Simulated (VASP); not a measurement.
Runs of VASP 6.6.1 on Cu. The structure is that of space group Fm-3m (No. 225), or close to it. The cells are those of the table. 

| task | level | potentials or basis | cell | cutoff (eV) | gap on the mesh (eV) | pressure (GPa) | relaxed volume (Å³/atom) |
| --- | --- | --- | --- | --- | --- | --- | --- |
| relaxation of cell and atoms | PBEsol | VASP PAW PBE potentials, release 64 (Cu) | relaxed from a = 2.556 Å, angles 60.0°, 1 atom | 600 | none | 0.0 | 11.37 |
| single point | PBE | VASP PAW PBE potentials, release 64 (Cu) | a = 2.567 Å, angles 60.0°, 1 atom | 520 | none | (b) | - |
| relaxation of cell and atoms | r2SCAN | VASP PAW PBE potentials, release 64 (Cu) | relaxed from a = 2.556 Å, angles 60.0°, 1 atom | 600 | none | 0.0 | 11.50 |
| single point | LDA | VASP PAW LDA potentials, release 64 (Cu) | a = 2.488 Å, angles 60.0°, 1 atom | 600 | none | 1.0 | - |
| relaxation of cell and atoms | LDA | VASP PAW LDA potentials, release 64 (Cu) | relaxed from a = 2.556 Å, angles 60.0°, 1 atom | 600 | none | -0.1 | (a) |
| relaxation of cell and atoms | PBE | VASP PAW PBE potentials, release 64 (Cu) | relaxed from a = 2.556 Å, angles 60.0°, 1 atom | 600 | none | 0.1 | 12.01 |
| single point | r2SCAN | VASP PAW PBE potentials, release 64 (Cu) | a = 2.531 Å, angles 60.0°, 1 atom | 520 | none | 0.3 | - |
| single point | PBEsol | VASP PAW PBE potentials, release 64 (Cu) | a = 2.520 Å, angles 60.0°, 1 atom | 600 | none | (c) | - |

Alike in all rows: no spin polarisation; k mesh 18 × 18 × 18; smearing fermi-dirac 0.05 eV.

**Question.** Fill in the values left out.

**Answer.** (a) 10.95; (b) 0.7; (c) 0.9.

Caveats: the PAW data sets were made with another functional, which shifts forces and pressure a little (some runs).

A gap of «none» marks levels without a gap at the run's occupations.
